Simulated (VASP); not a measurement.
# CdSe (sol2) (Imm2) in VASP: relaxation of the atoms with PBEsol

Aim: the relaxation of the atoms of CdSe (sol2) with PBEsol.

Program: VASP 6.6.1. These are calculated values, not measurements. Logs are shortened: lines on timing, memory, paths and dates and some standing lists are left out, and cuts for length are marked.

## Step 1: The cell of the first run

It takes space group Imm2 (No. 44, orthorhombic). Conventional cell: a = 4.258 Å, b = 4.345 Å, c = 6.021 Å, α = 90.00°, β = 90.00°, γ = 90.00°. Cd (site symmetry mm2) has 4 Se at 2.62 to 2.63 Å within 3.5 Å. Within 3.5 Å of Se (site symmetry mm2) lie 4 Cd at 2.62 to 2.63 Å.

## Step 2: Relaxation of the atoms, PBEsol (strained cell)

The input, INCAR:

```
SYSTEM = CdSe
PREC     = Accurate       ! precision mode
ENCUT    = 450            ! plane-wave cutoff, eV
EDIFF    = 1E-7           ! SCF threshold, eV
ISMEAR   = 0              ! smearing method
SIGMA    = 0.02           ! smearing width, eV
LREAL    = .False.        ! projectors in reciprocal space
LASPH    = .True.         ! aspherical terms in the spheres
NELM     = 120            ! most SCF steps
ALGO     = Normal         ! electronic algorithm
ISIF     = 2              ! what is computed and relaxed
LWAVE    = .False.        ! write WAVECAR
LCHARG   = .False.        ! write CHGCAR
GGA      = PS             ! functional
IBRION   = 2              ! ionic algorithm
NSW      = 60             ! ionic steps
EDIFFG   = -0.002         ! ionic threshold
GGA_COMPAT= .False.      
NELMIN   = 4
```

The input, KPOINTS:

```
regular mesh
0
Gamma
  8 8 8
  0 0 0
```

The input, POSCAR:

```
CdSe
1.0
    0.0307356244      3.0413980497      3.0106624253
    3.0413980497      0.0307356244      3.0106624253
    3.0721336741      3.0721336741      0.0000000000
Cd Se
1 1
Direct
    0.0020056397      0.0020056397     -0.0020056397
    0.2479943603      0.2479943603      0.2520056397
```

Potentials or basis: VASP PAW PBE potentials, release 64 (Cd, Se).

The run is started by

```
> cat potpaw_PBE.64/Cd/POTCAR potpaw_PBE.64/Se/POTCAR > POTCAR
> mpirun -np 1 vasp_std > vasp.out
```

OUTCAR:

```text
SYSTEM = CdSe
   PREC = Accurate
   ENCUT = 450
   EDIFF = 1E-7
   ISMEAR = 0
   LREAL = .False.
   LASPH = .True.
   NELM = 120
   ISIF = 2
   GGA = PS
   IBRION = 2
   NSW = 60
   EDIFFG = -0.002
   NELMIN = 4

 ion  position               nearest neighbor table
   1  0.002  0.002  0.998-   2 2.62   2 2.62   2 2.63   2 2.63
   2  0.248  0.248  0.252-   1 2.62   1 2.62   1 2.63   1 2.63

  LATTYP: Found a body centered orthorhombic cell.
 ALAT       =     4.2577196336
 B/A-ratio  =     1.0204178483
 C/A-ratio  =     1.4142135624

  Lattice vectors:

 A1 = (   3.0413980497,   0.0307356244,  -3.0106624253)
 A2 = (  -3.0413980497,  -0.0307356244,  -3.0106624253)
 A3 = (   0.0307356244,   3.0413980497,   3.0106624253)

Analysis of symmetry for initial positions (statically):
=====================================================================
 Subroutine PRICEL returns:
 Original cell was already a primitive cell.

 Routine SETGRP: Setting up the symmetry group for a
 body centered orthorhombic supercell.

 Subroutine GETGRP returns: Found  4 space group operations
 (whereof  4 operations were pure point group operations)
 out of a pool of  8 trial point group operations.

The static configuration has the point symmetry C_2v.

Analysis of symmetry for dynamics (positions and initial velocities):
=====================================================================
 Subroutine PRICEL returns:
 Original cell was already a primitive cell.

 Routine SETGRP: Setting up the symmetry group for a
 body centered orthorhombic supercell.

 Subroutine GETGRP returns: Found  4 space group operations
 (whereof  4 operations were pure point group operations)
 out of a pool of  8 trial point group operations.

The dynamic configuration has the point symmetry C_2v.

 Subroutine INISYM returns: Found  4 space group operations
 (whereof  4 operations are pure point group operations),
 and found     1 'primitive' translations

----------------------------------------------------------------------------------------

                                     Primitive cell

  volume of cell :      55.6922

  direct lattice vectors                    reciprocal lattice vectors
     0.030735624  3.041398050  3.010662425    -0.166076408  0.166076408  0.166076408
     3.041398050  0.030735624  3.010662425     0.166076408 -0.166076408  0.166076408
     3.072133674  3.072133674  0.000000000     0.162753335  0.162753335 -0.166076408

  length of vectors
     4.279618559  4.279618559  4.344653107     0.287652776  0.287652776  0.283828591

  position of ions in fractional coordinates (direct lattice)
     0.002005640  0.002005640  0.997994360
     0.247994360  0.247994360  0.252005640

  ion indices of the primitive-cell ions
   primitive index   ion index
                 1           1
                 2           2

----------------------------------------------------------------------------------------

 KPOINTS: regular mesh

Automatic generation of k-mesh.
 Grid dimensions read from file:
 generate k-points for:    8    8    8

 Generating k-lattice:

  Cartesian coordinates                     Fractional coordinates (reciprocal lattice)
    -0.020759551  0.020759551  0.020759551     0.125000000 -0.000000000  0.000000000
     0.020759551 -0.020759551  0.020759551    -0.000000000  0.125000000  0.000000000
     0.020344167  0.020344167 -0.020759551    -0.000000000 -0.000000000  0.125000000

  Length of vectors
     0.035956597  0.035956597  0.035478574

  Shift w.r.t. Gamma in fractional coordinates (k-lattice)
     0.000000000  0.000000000  0.000000000

 Subroutine IBZKPT returns following result:
 ===========================================

 Found     95 irreducible k-points:

 Following reciprocal coordinates:
            Coordinates               Weight
  0.000000  0.000000  0.000000      1.000000
  0.125000  0.000000  0.000000      4.000000
  0.250000  0.000000  0.000000      4.000000
  0.375000 -0.000000  0.000000      4.000000
  0.500000  0.000000  0.000000      2.000000
  0.125000  0.125000  0.000000      2.000000
[... 16 lines left out ...]
  0.125000 -0.000000  0.125000      4.000000
  0.250000  0.000000  0.125000      8.000000
 [... further k-points ...]
   k-points           NKPTS =     95   k-points in BZ     NKDIM =     95   number of bands    NBANDS=     13
   number of dos      NEDOS =    301   number of ions     NIONS =      2
   total plane-waves  NPLWV =  27000
   dimension x,y,z NGX =    30 NGY =   30 NGZ =   30
   dimension x,y,z NGXF=    60 NGYF=   60 NGZF=   60
   ions per type =               1   1
   NGX,Y,Z   is equivalent  to a cutoff of  11.65, 11.65, 11.48 a.u.
   NGXF,Y,Z  is equivalent  to a cutoff of  23.31, 23.31, 22.96 a.u.
 SYSTEM =  CdSe
   PREC   = accura    normal or accurate (medium, high low for compatibility)
   ISTART =      0    job   : 0-new  1-cont  2-samecut
   ICHARG =      2    charge: 1-file 2-atom 10-const
   ISPIN  =      1    spin polarized calculation?
   LNONCOLLINEAR =      F non collinear calculations
   LSORBIT =      F    spin-orbit coupling
   LASPH  =      T    aspherical Exc in radial PAW
   ENCUT  =  450.0 eV  33.07 Ry    5.75 a.u.   7.40  7.40  7.51*2*pi/ulx,y,z
   NELM   =    120;   NELMIN=  4; NELMDL= -5     # of ELM steps
   EDIFF  = 0.1E-06   stopping-criterion for ELM
   LREAL  =      F    real-space projection
   EDIFFG = -.2E-02   stopping-criterion for IOM
   NSW    =     60    number of steps for IOM
   IBRION =      2    ionic relax: 0-MD 1-quasi-New 2-CG
   NFREE  =      1    steps in history (QN), initial steepest desc. (CG)
   ISIF   =      2    stress and relaxation
   ISYM   =      2    0-nonsym 1-usesym 2-fastsym
   POTIM  = 0.5000    time-step for ionic-motion
   TEBEG  =    0.0;   TEEND  =   0.0 temperature during run
   PSTRESS=    0.0 pullay stress
   NELECT =      18.0000    total number of electrons
   NUPDOWN=      -1.0000    fix difference up-down
   EMIN   =  10.00;   EMAX   =-10.00  energy-range for DOS
   EFERMI =   0.00;   METHOD = LEGACY
   ISMEAR =     0;   SIGMA  =   0.02  broadening in eV -4-tet -1-fermi 0-gaus
   EFERMI_NEDOS =   21; number of points for ismear=-14 and -15
   IALGO  =     38    algorithm
   IMIX   =      4    mixing-type and parameters
     AMIX     =   0.40;   BMIX     =  1.00
     AMIX_MAG =   1.60;   BMIX_MAG =  1.00
  volume/ion in A,a.u.               =      27.85       187.91
  Fermi-wavevector in a.u.,A,eV,Ry     =   1.123486  2.123080 17.173551  1.262220
  Thomas-Fermi vector in A             =   2.260152
   LORBIT       =      0    0 simple, 1 ext, 2 COOP (PROOUT), +10 PAW based schemes
   GGA     = PS    functional components
   LHFCALC =     F    Hartree Fock is set to
   AEXX    =    0.0000 exact exchange contribution
   IVDW    =     0    specifies the selected vdW correction
   LEPSILON=     F    determine dielectric tensor
   LRPA    =     F    only Hartree local field effects (RPA)
 conjugate gradient relaxation of ions
 non-spin polarized calculation
 Gauss-broadening in eV      SIGMA  =   0.02
  energy-cutoff  :      450.00
  volume of cell :       55.69
 maximum number of plane-waves:      1243
 NGX is ok and might be reduce to    30
   NGX = 15   NGY = 15   NGZ = 15

--------------------------------------- Ionic step        1  -------------------------------------------

 number of electron      18.0000005 magnetization

 Free energy of the ion-electron system (eV)
  ---------------------------------------------------
  ext. energy  EPLUGINS =         0.00000000
  ---------------------------------------------------
  free energy    TOTEN  =        -6.17266530 eV

  energy without entropy =       -6.17266530  energy(sigma->0) =       -6.17266530

------------------------ aborting loop because EDIFF is reached ----------------------------------------

  FORCE on cell =-STRESS in cart. coord.  units (eV):
  Direction    XX          YY          ZZ          XY          YZ          ZX
  --------------------------------------------------------------------------------------
  -------------------------------------------------------------------------------------
  Total        0.2372341      0.2372341      0.2949045     -0.1744794      0.0000000      0.0000000
  in kB        6.8248566      6.8248566      8.4839429     -5.0194999      0.0000000      0.0000000
  external PRESSURE =       7.3778853 kB  Pullay stress =       0.0000000 kB
[... 57 lines left out ...]
  energy  without entropy=       -6.1726800701  energy(sigma->0) =       -6.17268007

--------------------------------------- Ionic step        3  -------------------------------------------

 number of electron      18.0000005 magnetization

 Free energy of the ion-electron system (eV)
  ---------------------------------------------------
  ext. energy  EPLUGINS =         0.00000000
  ---------------------------------------------------
  free energy    TOTEN  =        -6.17268565 eV

  energy without entropy =       -6.17268565  energy(sigma->0) =       -6.17268565

 E-fermi :   1.0721     XC(G=0):  -9.1456

 val. band max:        0.9280416185   @ k =   0.0000   0.0000   0.0000
 cond. band min:       1.3926943587   @ k =   0.0000   0.0000   0.0000
 fundamental gap:      0.4646527402
 Fermi energy:         1.0721324714

 k-point     1 :       0.0000    0.0000    0.0000
  band No.  band energies     occupation
      1     -11.7876      2.00000
      2      -7.0624      2.00000
      3      -7.0529      2.00000
      4      -7.0515      2.00000
      5      -6.6653      2.00000
      6      -6.6624      2.00000
      7       0.8370      2.00000
      8       0.9103      2.00000
      9       0.9280      2.00000
     10       1.3927      0.00000
     11       6.6390      0.00000
     12       6.7510      0.00000
     13       6.8623      0.00000
[... 353 lines left out ...]
 k-point    24 :       0.2500    0.0000    0.1250
  band No.  band energies     occupation
      1     -11.6016      2.00000
      2      -6.9990      2.00000
      3      -6.9772      2.00000
      4      -6.8921      2.00000
      5      -6.6792      2.00000
      6      -6.6454      2.00000
      7      -1.4664      2.00000
      8       0.1870      2.00000
      9       0.2593      2.00000
     10       3.5342      0.00000
     11       5.8187      0.00000
     12       7.4814      0.00000
     13       7.7291      0.00000

 [... further k-points ...]

------------------------ aborting loop because EDIFF is reached ----------------------------------------

  FORCE on cell =-STRESS in cart. coord.  units (eV):
  Direction    XX          YY          ZZ          XY          YZ          ZX
  --------------------------------------------------------------------------------------
  -------------------------------------------------------------------------------------
  Total        0.2374358      0.2374358      0.2945899     -0.1552308      0.0000000      0.0000000
  in kB        6.8306578      6.8306578      8.4748923     -4.4657489      0.0000000      0.0000000
  external PRESSURE =       7.3787360 kB  Pullay stress =       0.0000000 kB
[... 17 lines left out ...]
  FREE ENERGIE OF THE ION-ELECTRON SYSTEM (eV)
  ---------------------------------------------------
  free  energy   TOTEN  =        -6.1726856508 eV

  energy  without entropy=       -6.1726856508  energy(sigma->0) =       -6.17268565

 reached required accuracy - stopping structural energy minimisation
```

Wall time 2.9 min (1 thread of AMD EPYC, shared host); peak memory 0.18 GiB.

Results:

* Free energy: -6.1727 eV
* Energy gained by relaxing: 0.0 meV/atom
* Ionic steps: 3
* Pressure after relaxing: 0.7 GPa
* Band gap on the k mesh: 0.46 eV, direct

Final structure:
```
Cd Se
1.0
     0.03074    3.04140    3.01066
     3.04140    0.03074    3.01066
     3.07213    3.07213    0.00000
Cd Se
1 1
Direct
  0.00224 0.00224 0.99776
  0.24776 0.24776 0.25224
```

Levels at points of the mesh, in eV from the valence-band top:
| k point | band 6 | band 7 | band 8 | band 9 | band 10 | band 11 | band 12 | band 13 |
| --- | --- | --- | --- | --- | --- | --- | --- | --- |
| (0.00, 0.00, 0.00) | -7.59 | -0.09 | -0.02 | 0.00 | 0.46 | 5.71 | 5.82 | 5.93 |
| (0.50, 0.00, 0.00) | -7.28 | -4.52 | -0.89 | -0.78 | 2.20 | 6.24 | 6.32 | 7.29 |
| (0.50, 0.50, 0.00) | -7.22 | -4.17 | -2.06 | -1.89 | 2.89 | 3.62 | 9.05 | 10.14 |
| (0.00, 0.00, 0.50) | -7.30 | -4.57 | -0.79 | -0.77 | 2.33 | 6.35 | 6.41 | 7.25 |
| (0.50, 0.00, 0.50) | -7.23 | -4.23 | -1.94 | -1.93 | 2.96 | 3.67 | 8.93 | 10.12 |

Caveat: the cell differs from its parent crystal (strained cell); the PAW data sets were made with another functional, which shifts forces and pressure a little.
